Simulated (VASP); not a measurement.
# Br (Cmce) in VASP: settings compared, part 2 of 2

VASP 6.6.1.

## (4) Relaxation of cell and atoms, PBE, target pressure 5 GPa, at which the enthalpy is minimised

This run uses another cell than the first one, of 33.99 Å³/atom, 0.846 times its volume.

Input file INCAR:

```
SYSTEM = Br
PREC = Accurate
ENCUT = 600
EDIFF = 1E-6
ISMEAR = -1
SIGMA = 0.05
LREAL = .False.
LASPH = .True.
NELM = 100
ALGO = Normal
ISIF = 3
LWAVE = .False.
LCHARG = .False.
GGA = PE
IBRION = 2
NSW = 60
EDIFFG = -0.01
PSTRESS = 50.0
```

Input file KPOINTS:

```
Automatic mesh
0
Gamma
  7 7 3
  0 0 0
```

Input file POSCAR:

```
Br
1.0
    3.3632500000     -2.3225500000      0.0000000000
    3.3632500000      2.3225500000      0.0000000000
    0.0000000000      0.0000000000      8.7023000000
Br
4
Direct
    0.3651000000      0.6349000000      0.3901000000
    0.1349000000      0.8651000000      0.8901000000
    0.6349000000      0.3651000000      0.6099000000
    0.8651000000      0.1349000000      0.1099000000
```

Potentials or basis: VASP PAW PBE potentials, release 64 (Br).

Started as:

```sh
cat potpaw_PBE.64/Br/POTCAR > POTCAR
mpirun -np 1 vasp_std > vasp.out
```

OUTCAR:

```text
SYSTEM = Br
   PREC = Accurate
   ENCUT = 600
   EDIFF = 1E-6
   ISMEAR = -1
   LREAL = .False.
   LASPH = .True.
   NELM = 100
   ISIF = 3
   GGA = PE
   IBRION = 2
   NSW = 60
   EDIFFG = -0.01
   PSTRESS = 50.0

 ion  position               nearest neighbor table
   1  0.365  0.635  0.390-   3 2.29
   2  0.135  0.865  0.890-   4 2.29
   3  0.635  0.365  0.610-   1 2.29
   4  0.865  0.135  0.110-   2 2.29

  LATTYP: Found a base centered orthorhombic cell.
 ALAT       =     4.6451000000
 B/A-ratio  =     1.4480850789
 C/A-ratio  =     1.8734365245

  Lattice vectors:

 A1 = (  -3.3632500000,  -2.3225500000,   0.0000000000)
 A2 = (   3.3632500000,  -2.3225500000,   0.0000000000)
 A3 = (   0.0000000000,   0.0000000000,   8.7023000000)

Analysis of symmetry for initial positions (statically):
=====================================================================
 Subroutine PRICEL returns:
 Original cell was already a primitive cell.

 Routine SETGRP: Setting up the symmetry group for a
 base centered orthorhombic supercell.

 Subroutine GETGRP returns: Found  8 space group operations
 (whereof  4 operations were pure point group operations)
 out of a pool of  8 trial point group operations.

The static configuration has the point symmetry C_2h.
 The point group associated with its full space group is D_2h.

Analysis of symmetry for dynamics (positions and initial velocities):
=====================================================================
 Subroutine PRICEL returns:
 Original cell was already a primitive cell.

 Routine SETGRP: Setting up the symmetry group for a
 base centered orthorhombic supercell.

 Subroutine GETGRP returns: Found  8 space group operations
 (whereof  4 operations were pure point group operations)
 out of a pool of  8 trial point group operations.

The dynamic configuration has the point symmetry C_2h.
 The point group associated with its full space group is D_2h.

 Subroutine INISYM returns: Found  8 space group operations
 (whereof  4 operations are pure point group operations),
 and found     1 'primitive' translations

----------------------------------------------------------------------------------------

                                     Primitive cell

  volume of cell :     135.9528

  direct lattice vectors                    reciprocal lattice vectors
     3.363250000 -2.322550000  0.000000000     0.148665725 -0.215280618  0.000000000
     3.363250000  2.322550000  0.000000000     0.148665725  0.215280618  0.000000000
     0.000000000  0.000000000  8.702300000     0.000000000  0.000000000  0.114912150

  length of vectors
     4.087259359  4.087259359  8.702300000     0.261624239  0.261624239  0.114912150

  position of ions in fractional coordinates (direct lattice)
     0.365100000  0.634900000  0.390100000
     0.134900000  0.865100000  0.890100000
     0.634900000  0.365100000  0.609900000
     0.865100000  0.134900000  0.109900000

  ion indices of the primitive-cell ions
   primitive index   ion index
                 1           1
                 2           2
                 3           3
[... 55 lines left out ...]
   k-points           NKPTS =     32   k-points in BZ     NKDIM =     32   number of bands    NBANDS=     18
   number of dos      NEDOS =    301   number of ions     NIONS =      4
   total plane-waves  NPLWV =  90720
   dimension x,y,z NGX =    36 NGY =   36 NGZ =   70
   dimension x,y,z NGXF=    72 NGYF=   72 NGZF=  140
   ions per type =               4
   NGX,Y,Z   is equivalent  to a cutoff of  14.64, 14.64, 13.37 a.u.
   NGXF,Y,Z  is equivalent  to a cutoff of  29.29, 29.29, 26.75 a.u.
 SYSTEM =  Br
   PREC   = accura    normal or accurate (medium, high low for compatibility)
   ISTART =      0    job   : 0-new  1-cont  2-samecut
   ICHARG =      2    charge: 1-file 2-atom 10-const
   ISPIN  =      1    spin polarized calculation?
   LNONCOLLINEAR =      F non collinear calculations
   LSORBIT =      F    spin-orbit coupling
   LASPH  =      T    aspherical Exc in radial PAW
   ENCUT  =  600.0 eV  44.10 Ry    6.64 a.u.   8.16  8.16 17.38*2*pi/ulx,y,z
   NELM   =    100;   NELMIN=  2; NELMDL= -5     # of ELM steps
   EDIFF  = 0.1E-05   stopping-criterion for ELM
   LREAL  =      F    real-space projection
   EDIFFG = -.1E-01   stopping-criterion for IOM
   NSW    =     60    number of steps for IOM
   IBRION =      2    ionic relax: 0-MD 1-quasi-New 2-CG
   NFREE  =      1    steps in history (QN), initial steepest desc. (CG)
   ISIF   =      3    stress and relaxation
   ISYM   =      2    0-nonsym 1-usesym 2-fastsym
   POTIM  = 0.5000    time-step for ionic-motion
   TEBEG  =    0.0;   TEEND  =   0.0 temperature during run
   PSTRESS=   50.0 pullay stress
   NELECT =      28.0000    total number of electrons
   NUPDOWN=      -1.0000    fix difference up-down
   EMIN   =  10.00;   EMAX   =-10.00  energy-range for DOS
   EFERMI =   0.00;   METHOD = LEGACY
   ISMEAR =    -1;   SIGMA  =   0.05  broadening in eV -4-tet -1-fermi 0-gaus
   EFERMI_NEDOS =   21; number of points for ismear=-14 and -15
   IALGO  =     38    algorithm
   IMIX   =      4    mixing-type and parameters
     AMIX     =   0.40;   BMIX     =  1.00
     AMIX_MAG =   1.60;   BMIX_MAG =  1.00
  volume/ion in A,a.u.               =      33.99       229.36
  Fermi-wavevector in a.u.,A,eV,Ry     =   0.966788  1.826965 12.717090  0.934680
  Thomas-Fermi vector in A             =   2.096619
   LORBIT       =      0    0 simple, 1 ext, 2 COOP (PROOUT), +10 PAW based schemes
   GGA     = PE    functional components
   LHFCALC =     F    Hartree Fock is set to
   AEXX    =    0.0000 exact exchange contribution
   IVDW    =     0    specifies the selected vdW correction
   LEPSILON=     F    determine dielectric tensor
   LRPA    =     F    only Hartree local field effects (RPA)
 conjugate gradient relaxation of ions
 non-spin polarized calculation
  energy-cutoff  :      600.00
  volume of cell :      135.95
 maximum number of plane-waves:      4552
 NGX is ok and might be reduce to    36
   NGX = 17   NGY = 17   NGZ = 35

--------------------------------------- Ionic step        1  -------------------------------------------

 number of electron      28.0000004 magnetization

 Free energy of the ion-electron system (eV)
  ---------------------------------------------------
  ext. energy  EPLUGINS =         0.00000000
  ---------------------------------------------------
  free energy    TOTEN  =        -6.37264487 eV

  energy without entropy =       -6.37264486  energy(sigma->0) =       -6.37264486

------------------------ aborting loop because EDIFF is reached ----------------------------------------

  FORCE on cell =-STRESS in cart. coord.  units (eV):
  Direction    XX          YY          ZZ          XY          YZ          ZX
  --------------------------------------------------------------------------------------
  -------------------------------------------------------------------------------------
  Total        1.0280520      1.0924217      2.5807125      0.0000000      0.0000000      0.0000000
  in kB       12.1153895     12.8739737     30.4131870      0.0000000      0.0000000      0.0000000
  external PRESSURE =     -31.5324833 kB  Pullay stress =      50.0000000 kB
[... 103 lines left out ...]
  energy  without entropy=       -6.0735207663  energy(sigma->0) =       -6.07352081

  enthalpy is  TOTEN    =        -2.7640874736 eV   P V=        3.3094333779

[... ionic steps 4 to 17 ...]

--------------------------------------- Ionic step       18  -------------------------------------------

 number of electron      28.0000000 magnetization

------------------------ aborting loop because EDIFF is reached ----------------------------------------
[... 75 lines left out ...]
--------------------------------------- Ionic step       20  -------------------------------------------

 number of electron      28.0000000 magnetization

 Free energy of the ion-electron system (eV)
  ---------------------------------------------------
  ext. energy  EPLUGINS =         0.00000000
  ---------------------------------------------------
  free energy    TOTEN  =        -6.11942725 eV

  energy without entropy =       -6.11942641  energy(sigma->0) =       -6.11942683

 E-fermi :   2.4432     XC(G=0):  -9.1163

 val. band max:        1.8618702856   @ k =   0.0000   0.0000   0.0000
 cond. band min:       3.0475064825   @ k =  -0.4286   0.4286   0.0000
 fundamental gap:      1.1856361969
 Fermi energy:         2.4431634963

 k-point     1 :       0.0000    0.0000    0.0000
  band No.  band energies     occupation
      1     -14.5802      2.00000
      2     -13.6581      2.00000
      3     -12.4739      2.00000
      4     -10.7805      2.00000
      5      -3.7033      2.00000
      6      -1.7444      2.00000
[... 481 lines left out ...]
      5      -3.5913      2.00000
      6      -3.4334      2.00000
[... 10 lines left out ...]
     17       9.1963      0.00000
     18       9.7188      0.00000

 [... further k-points ...]
[... 5 lines left out ...]
  --------------------------------------------------------------------------------------
  -------------------------------------------------------------------------------------
  Total        3.3088869      3.3218670      3.3122173      0.0000000      0.0000000      0.0000000
  in kB       50.3526091     50.5501321     50.4032896      0.0000000      0.0000000      0.0000000
  external PRESSURE =       0.4353436 kB  Pullay stress =      50.0000000 kB
[... 23 lines left out ...]
  energy  without entropy=       -6.1194264107  energy(sigma->0) =       -6.11942683

  enthalpy is  TOTEN    =        -2.8337118073 eV   P V=        3.2857154467

 reached required accuracy - stopping structural energy minimisation
```

CONTCAR:

```text
Br
   1.00000000000000
     3.1714816277319886   -1.9769088752025334    0.0000000000000000
     3.1714816277319886    1.9769088752025334   -0.0000000000000000
     0.0000000000000000    0.0000000000000000    8.3963721764295300
  Br
     4
Direct
     0.3363093575412127    0.6636906424587874    0.3795483139057957
     0.1636906424587875    0.8363093575412126    0.8795483139057957
     0.6636906424587874    0.3363093575412127    0.6204516860942043
     0.8363093575412126    0.1636906424587875    0.1204516860942043

  0.00000000E+00  0.00000000E+00  0.00000000E+00
  0.00000000E+00  0.00000000E+00  0.00000000E+00
  0.00000000E+00  0.00000000E+00  0.00000000E+00
  0.00000000E+00  0.00000000E+00  0.00000000E+00
```

It took 26 min on 1 thread of Oxide Virtual Turin-like, shared host; peak memory 0.32 GiB.

Results:

```yaml
Free_energy: -6.1194 eV
Relaxed_volume: 26.32 Å³/atom
Relaxed_cell: a = 3.737 Å, b = 3.737 Å, c = 8.396 Å, α = 90.00°, β = 90.00°, γ = 63.87°
Space_group_after_relaxing_to_0.05_Å: Cmce (No. 64)
Energy_change_on_relaxing_the_enthalpy_is_what_falls: +63.3 meV/atom
Ionic_steps: 20
Pressure_after_relaxing: 5.0 GPa
Largest_force_after_relaxing: 0.007 eV/Å
Band_gap_on_the_k_mesh: 1.19 eV, indirect (least direct gap 1.43 eV)
```

Forces in eV/Å, atoms in the order of the input:
```
Br   0.000 -0.003 -0.007
Br   0.000  0.003 -0.007
Br   0.000  0.003  0.007
Br   0.000 -0.003  0.007
```

The path:
```tsv
step	energy change (eV)	largest force (eV/Å)	pressure (GPa)	volume (Å³)
1	0.0000	0.8819	1.85	135.95
2	0.0257	0.6521	2.56	123.20
3	0.2991	0.3674	5.76	106.05
4	0.3309	0.3528	6.08	105.02
5	0.2729	0.3433	3.74	106.72
6	0.2858	0.1589	4.76	105.92
7	0.2701	0.1431	4.85	105.76
8	0.2624	0.0769	5.40	105.09
9	0.2096	0.1392	4.09	106.89
10	0.2387	0.0692	4.87	105.78
11	0.2457	0.0175	5.02	105.53
12	0.2446	0.0056	5.00	105.57
13	0.2451	0.0132	4.91	105.55
14	0.2449	0.0088	4.94	105.55
15	0.2526	0.0068	4.96	105.31
16	0.2764	0.0299	5.32	104.57
17	0.2574	0.0102	5.09	105.15
18	0.2551	0.0084	5.08	105.22
19	0.2539	0.0076	5.06	105.27
20	0.2532	0.0072	5.04	105.29
```

Final structure:
```
CELL_PARAMETERS angstrom
3.17148 -1.97691 0.00000
3.17148 1.97691 0.00000
0.00000 0.00000 8.39637
ATOMIC_POSITIONS crystal
Br 0.33631 0.66369 0.37955
Br 0.16369 0.83631 0.87955
Br 0.66369 0.33631 0.62045
Br 0.83631 0.16369 0.12045
```

Caveat: the cell is relaxed towards a set pressure, so the enthalpy falls and the energy may rise; the volume moved by over 15 % at a fixed basis, so the end points are rough.

## (5) Single point, PBEsol

This run uses another cell than the first one, of 33.99 Å³/atom, 0.846 times its volume.

Input file INCAR:

```
SYSTEM = Br
  PREC = Accurate
  ENCUT = 520
  EDIFF = 1E-6
  ISMEAR = -1
  SIGMA = 0.05
  LREAL = .FALSE.
  LASPH = .TRUE.
  NELM = 60
  ALGO = Normal
  ISIF = 2
  LWAVE = .FALSE.
  LCHARG = .FALSE.
  GGA = PS
  NBANDS = 22
```

Input file KPOINTS:

```
Automatic mesh
0
G
  5 5 2
  0 0 0
```

POSCAR is that of step 4.

Started as:

```sh
cat potpaw_PBE.64/Br/POTCAR > POTCAR
mpirun -np 1 vasp_std > vasp.out
```

Wall time 41 s (1 thread of Oxide Virtual Turin-like, shared host); peak memory 0.2 GiB.

It converged, with:

```yaml
Free_energy: -7.1530 eV
Pressure: 0.2 GPa
Largest_force: 0.746 eV/Å
Band_gap_on_the_k_mesh: 1.84 eV, indirect (least direct gap 1.86 eV)
```

Forces on the atoms (eV/Å):
```
Br   0.000  0.330 -0.669
Br   0.000 -0.330 -0.669
Br   0.000 -0.330  0.669
Br   0.000  0.330  0.669
```

Stress tensor (GPa, compression positive):
```
 0.03  0.00  0.00
 0.00 -0.46  0.00
 0.00  0.00  0.89
```

Levels at points of the mesh, in eV from the valence-band top:
```csv
k point,band 11,band 12,band 13,band 14,band 15,band 16,band 17,band 18
"(0.00, 0.00, 0.00)",-0.94,-0.35,-0.06,-0.02,1.84,2.61,5.79,6.51
"(0.00, 0.00, 0.50)",-0.82,-0.82,-0.04,-0.04,2.06,2.06,6.53,6.53
```

Caveat: the PAW data sets were made with another functional, which shifts forces and pressure a little.

## (6) Single point, PBEsol, non-collinear spin, zero start, spin-orbit coupling

This run uses another cell than the first one, of 33.99 Å³/atom, 0.846 times its volume.

Input file INCAR:

```
ALGO     = Normal         # electronic algorithm
EDIFF    = 1E-6           # SCF threshold, eV
ENCUT    = 520            # plane-wave cutoff, eV
GGA      = PS             # functional
GGA_COMPAT= F            
ISIF     = 2              # what is computed and relaxed
ISMEAR   = -1             # smearing method
LASPH    = T              # aspherical terms in the spheres
LCHARG   = F              # write CHGCAR
LORBIT   = 11             # projections on sites
LORBMOM  = T            
LREAL    = F              # projectors in reciprocal space
LSORBIT  = T              # spin-orbit coupling
LWAVE    = F              # write WAVECAR
MAGMOM   = 0 0 0 0 0 0 0 0 0 0 0 0 # initial moments
NBANDS   = 42             # bands
NELM     = 150            # most SCF steps
PREC     = Accurate       # precision mode
SIGMA    = 0.05           # smearing width, eV
```

Input file KPOINTS:

```
k-points
0
Gamma
  5 5 2
```

POSCAR is that of step 5.

Potentials or basis: VASP PAW PBE potentials, release 64 (Br).

Started as:

```sh
cat potpaw_PBE.64/Br/POTCAR > POTCAR
mpirun -np 1 vasp_ncl > vasp.out
```

Run time: 3.6 min. Hardware: 1 thread of Oxide Virtual Turin-like, shared host; peak memory 0.49 GiB.

Results (log left out):

* Free energy: -7.2801 eV
* Pressure: 0.2 GPa
* Largest force: 0.790 eV/Å
* Net moment: 0.00 μB per cell
* Valence electrons inside the program's atomic spheres: Br 4.75

Forces in eV/Å, atoms in the order of the input:
```
Br   0.000  0.356 -0.705
Br   0.000 -0.356 -0.705
Br   0.000 -0.356  0.705
Br   0.000  0.356  0.705
```

Stress tensor (GPa, compression positive):
```
 0.02  0.00  0.00
 0.00 -0.37  0.00
 0.00  0.00  1.08
```

Moments on the atoms (μB; x, y, z):
```
Br  0.00 0.00 0.00
Br  0.00 0.00 0.00
Br  0.00 0.00 0.00
Br  0.00 0.00 0.00
```

Caveat: the k points lie up to 0.36 Å⁻¹ apart; the PAW data sets were made with another functional, which shifts forces and pressure a little.

## (7) Overview

```tsv
task	level	spin	cell	k mesh	cutoff (eV)	gap on the mesh (eV)	pressure (GPa)	largest force (eV/Å)
single point	PBE	off	a = 4.819, b = 4.819, c = 8.711 Å, angles 90.0, 90.0, 52.6°, 4 atoms	7 × 7 × 3	520	1.37	0.0	0.01
relaxation of cell and atoms	PBE	off	relaxed to 2 GPa from a = 4.087, b = 4.087, c = 8.702 Å, angles 90.0, 90.0, 69.3°, 4 atoms	7 × 7 × 3	600	1.30	2.0	0.01
relaxation of cell and atoms	PBE	off	relaxed to 5 GPa from a = 4.087, b = 4.087, c = 8.702 Å, angles 90.0, 90.0, 69.3°, 4 atoms	7 × 7 × 3	600	1.19	5.0	0.01
single point	PBEsol	off	a = 4.087, b = 4.087, c = 8.702 Å, angles 90.0, 90.0, 69.3°, 4 atoms	5 × 5 × 2	520	1.84	0.2	0.75
single point	PBEsol	non-collinear, zero start, SOC	a = 4.087, b = 4.087, c = 8.702 Å, angles 90.0, 90.0, 69.3°, 4 atoms	5 × 5 × 2	520	-	0.2	0.79
```

Alike in all rows: potentials or basis VASP PAW PBE potentials, release 64 (Br); smearing fermi-dirac 0.05 eV.

Caveats: some runs use coarse meshes; the cell is relaxed towards a set pressure, so the enthalpy falls and the energy may rise (some runs); the PAW data sets were made with another functional, which shifts forces and pressure a little (some runs); the volume moved by over 15 % at a fixed basis, so the end points are rough (some runs).

Absolute energies hang on the potentials; compare differences alone.
